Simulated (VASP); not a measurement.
# Cu in VASP: single point with LDA

Aim: the single point of Cu with LDA.

All numbers are computed with VASP 6.6.1; they aren't measurements. Logs are shortened: lines on timing, memory, paths and dates and some standing lists are left out, and cuts for length are marked.

## (1) The cell of the first run

The cell holds a slab with vacuum, 9 atoms: a = 2.488 Å, b = 2.488 Å, c = 30.072 Å, α = 90.00°, β = 90.00°, γ = 90.00°.

## (2) Single point, LDA

The input, INCAR:

```
SYSTEM = Cu
PREC = Accurate
ENCUT = 520
EDIFF = 1E-6
ISMEAR = 1
SIGMA = 0.1
LREAL = .False.
LASPH = .True.
NELM = 100
ALGO = Normal
ISIF = 2
LWAVE = .False.
LCHARG = .True.
LDIPOL = .True.
IDIPOL = 3
DIPOL = 0.5 0.5 0.500
LELF = .True.
LVHAR = .True.
LVACPOTAV = .True.
NBANDS = 60
```

The input, KPOINTS:

```
regular mesh
0
Gamma
  13 13 1
  0 0 0
```

The input, POSCAR:

```
Cu
1.0
    2.4875760380      0.0000000000      0.0000000000
    0.0000000000      2.4875760380      0.0000000000
    0.0000000000      0.0000000000     30.0718550810
Cu
9
Direct
    0.0000000000      0.0000000000      0.2677705817
    0.5000000000      0.5000000000      0.3243724521
    0.0000000000      0.0000000000      0.3830596189
    0.5000000000      0.5000000000      0.4415210731
    0.0000000000      0.0000000000      0.4999999982
    0.5000000000      0.5000000000      0.5584789249
    0.0000000000      0.0000000000      0.6169403812
    0.5000000000      0.5000000000      0.6756275496
    0.0000000000      0.0000000000      0.7322294202
```

Potentials or basis: VASP PAW LDA potentials, release 64 (Cu).

Command:

```sh
$ cat potpaw_LDA.64/Cu/POTCAR > POTCAR
$ mpirun -np 1 vasp_std > vasp.out
```

OUTCAR:

```text
SYSTEM = Cu
   PREC = Accurate
   ENCUT = 520
   EDIFF = 1E-6
   ISMEAR = 1
   LREAL = .False.
   LASPH = .True.
   NELM = 100
   ISIF = 2

 ion  position               nearest neighbor table
   1  0.000  0.000  0.268-   2 2.45   2 2.45   2 2.45   2 2.45
   2  0.500  0.500  0.324-   1 2.45   1 2.45   1 2.45   1 2.45   3 2.49   3 2.49   3 2.49   3 2.49

   3  0.000  0.000  0.383-   4 2.49   4 2.49   4 2.49   4 2.49   2 2.49   2 2.49   2 2.49   2 2.49

   4  0.500  0.500  0.442-   3 2.49   3 2.49   3 2.49   3 2.49   5 2.49   5 2.49   5 2.49   5 2.49
[... 5 lines left out ...]
   7  0.000  0.000  0.617-   6 2.49   6 2.49   6 2.49   6 2.49   8 2.49   8 2.49   8 2.49   8 2.49

   8  0.500  0.500  0.676-   9 2.45   9 2.45   9 2.45   9 2.45   7 2.49   7 2.49   7 2.49   7 2.49

   9  0.000  0.000  0.732-   8 2.45   8 2.45   8 2.45   8 2.45

  LATTYP: Found a simple tetragonal cell.
 ALAT       =     2.4875760380
 C/A-ratio  =    12.0888184408

  Lattice vectors:

 A1 = (   2.4875760380,   0.0000000000,   0.0000000000)
 A2 = (   0.0000000000,   2.4875760380,   0.0000000000)
 A3 = (   0.0000000000,   0.0000000000,  30.0718550810)

Analysis of symmetry for initial positions (statically):
=====================================================================
 Subroutine PRICEL returns:
 Original cell was already a primitive cell.

 Routine SETGRP: Setting up the symmetry group for a
 simple tetragonal supercell.

 Subroutine GETGRP returns: Found 16 space group operations
 (whereof 16 operations were pure point group operations)
 out of a pool of 16 trial point group operations.

The static configuration has the point symmetry D_4h.

Analysis of symmetry for dynamics (positions and initial velocities):
=====================================================================
 Subroutine PRICEL returns:
 Original cell was already a primitive cell.

 Routine SETGRP: Setting up the symmetry group for a
 simple tetragonal supercell.

 Subroutine GETGRP returns: Found 16 space group operations
 (whereof 16 operations were pure point group operations)
 out of a pool of 16 trial point group operations.

The dynamic configuration has the point symmetry D_4h.

 Subroutine INISYM returns: Found 16 space group operations
 (whereof 16 operations are pure point group operations),
 and found     1 'primitive' translations

----------------------------------------------------------------------------------------

                                     Primitive cell
[... 118 lines left out ...]
   EMIN   =  10.00;   EMAX   =-10.00  energy-range for DOS
   EFERMI =   0.00;   METHOD = LEGACY
   ISMEAR =     1;   SIGMA  =   0.10  broadening in eV -4-tet -1-fermi 0-gaus
   EFERMI_NEDOS =   21; number of points for ismear=-14 and -15
   IALGO  =     38    algorithm
   IMIX   =      4    mixing-type and parameters
     AMIX     =   0.40;   BMIX     =  1.00
     AMIX_MAG =   1.60;   BMIX_MAG =  1.00
  volume/ion in A,a.u.               =      20.68       139.53
  Fermi-wavevector in a.u.,A,eV,Ry     =   1.326525  2.506770 23.941760  1.759670
  Thomas-Fermi vector in A             =   2.455906
   LORBIT       =      0    0 simple, 1 ext, 2 COOP (PROOUT), +10 PAW based schemes
   GGA     = CA    functional components
   LHFCALC =     F    Hartree Fock is set to
   AEXX    =    0.0000 exact exchange contribution
   IVDW    =     0    specifies the selected vdW correction
   LEPSILON=     F    determine dielectric tensor
   LRPA    =     F    only Hartree local field effects (RPA)
 non-spin polarized calculation
 Methfessel and Paxton  Order N= 1 SIGMA  =   0.10
  energy-cutoff  :      520.00
  volume of cell :      186.09
 maximum number of plane-waves:      5115
 NGX is ok and might be reduce to    20
   NGX =  9   NGY =  9   NGZ =111

 dipolmoment           0.000000      0.000000     -0.000000 electrons x Angstroem

 number of electron      99.0000112 magnetization

 dipolmoment           0.000000      0.000000      0.000000 electrons x Angstroem

 Free energy of the ion-electron system (eV)
  ---------------------------------------------------
  ext. energy  EPLUGINS =         0.00000000
  ---------------------------------------------------
  free energy    TOTEN  =       -40.85283218 eV

  energy without entropy =      -40.85201938  energy(sigma->0) =      -40.85256125

 E-fermi :   2.1191     XC(G=0):  -7.8101

 val. band max:        2.0708712170   @ k =   0.4615   0.3077   0.0000
 cond. band min:       2.1266380756   @ k =   0.3846   0.3846   0.0000
 fundamental gap:      0.0557668586
 Fermi energy:         2.1191067972

 k-point     1 :       0.0000    0.0000    0.0000
  band No.  band energies     occupation
      1      -7.7164      2.00000
      2      -7.2940      2.00000
      3      -6.6182      2.00000
      4      -5.7078      2.00000
      5      -4.6616      2.00000
      6      -3.7634      2.00000
[... 1501 lines left out ...]
     59       9.6897      0.00000
     60      10.5754      0.00000

 [... further k-points ...]

------------------------ aborting loop because EDIFF is reached ----------------------------------------

  FORCE on cell =-STRESS in cart. coord.  units (eV):
  Direction    XX          YY          ZZ          XY          YZ          ZX
  --------------------------------------------------------------------------------------
  -------------------------------------------------------------------------------------
  Total       -0.8779001     -0.8779001      0.4775694      0.0000000      0.0000000     -0.0000000
  in kB       -7.5586240     -7.5586240      4.1118199      0.0000000      0.0000000     -0.0000000
  external PRESSURE =      -3.6684760 kB  Pullay stress =       0.0000000 kB

 VOLUME and BASIS-vectors are now :
 -----------------------------------------------------------------------------
  energy-cutoff  :      520.00
  volume of cell :      186.09
      direct lattice vectors                 reciprocal lattice vectors
     2.487576038  0.000000000  0.000000000     0.401997762  0.000000000  0.000000000
     0.000000000  2.487576038  0.000000000     0.000000000  0.401997762  0.000000000
     0.000000000  0.000000000 30.071855081     0.000000000  0.000000000  0.033253685

 POSITION                                       TOTAL-FORCE (eV/Angst)
 -----------------------------------------------------------------------------------
      0.00000      0.00000      8.05236        -0.000000     -0.000000     -0.042849
      1.24379      1.24379      9.75448         0.000000     -0.000000      0.005640
      0.00000      0.00000     11.51931         0.000000     -0.000000     -0.000146
      1.24379      1.24379     13.27736         0.000000      0.000000      0.001679
      0.00000      0.00000     15.03593         0.000000     -0.000000      0.000000
      1.24379      1.24379     16.79450         0.000000      0.000000     -0.001679
      0.00000      0.00000     18.55254         0.000000     -0.000000      0.000146
      1.24379      1.24379     20.31737        -0.000000      0.000000     -0.005640
      0.00000      0.00000     22.01950         0.000000     -0.000000      0.042849
 -----------------------------------------------------------------------------------
    total drift:                               -0.000000     -0.000000      0.000005

  FREE ENERGIE OF THE ION-ELECTRON SYSTEM (eV)
  ---------------------------------------------------
  free  energy   TOTEN  =       -40.8528321821 eV

  energy  without entropy=      -40.8520193829  energy(sigma->0) =      -40.85256125

 vacuum level on the upper side and lower side of the slab         7.025         7.025
```

OSZICAR:

```text
N       E                     dE             d eps       ncg     rms          rms(c)
DAV:   1     0.963631385534E+03    0.96363E+03   -0.43601E+04  3360   0.254E+03
DAV:   2     0.977526430929E+02   -0.86588E+03   -0.83926E+03  3360   0.496E+02
DAV:   3    -0.427391350474E+02   -0.14049E+03   -0.13127E+03  3420   0.246E+02
[... 20 lines left out ...]
DAV:  24    -0.408528264089E+02   -0.47500E-05   -0.20722E-06  2248   0.232E-02    0.131E-03
DAV:  25    -0.408528284932E+02   -0.20843E-05   -0.27816E-07  2052   0.122E-02    0.460E-04
DAV:  26    -0.408528305193E+02   -0.20261E-05   -0.16766E-07  2052   0.549E-03    0.683E-04
DAV:  27    -0.408528320705E+02   -0.15513E-05   -0.13823E-07  2052   0.434E-03    0.241E-04
DAV:  28    -0.408528321821E+02   -0.11159E-06   -0.17755E-08  2044   0.164E-03
   1 F= -.40852832E+02 E0= -.40852561E+02  d E =-.812799E-03
```

Wall time 12 min (1 thread of Intel Xeon 8259CL, shared host); peak memory 0.36 GiB.

What came out:

* Free energy: -40.8528 eV
* Largest force: 0.043 eV/Å
* Band gap on the k mesh: zero (an odd number of electrons rules out a gap without spin polarisation)

Forces in eV/Å, atoms in the order of the input:
```
Cu   0.000  0.000 -0.043
Cu   0.000  0.000  0.006
Cu   0.000  0.000  0.000
Cu   0.000  0.000  0.002
Cu   0.000  0.000  0.000
Cu   0.000  0.000 -0.002
Cu   0.000  0.000  0.000
Cu   0.000  0.000 -0.006
Cu   0.000  0.000  0.043
```

The gap in the log of VASP goes by the Fermi energy; the results here count the filled bands.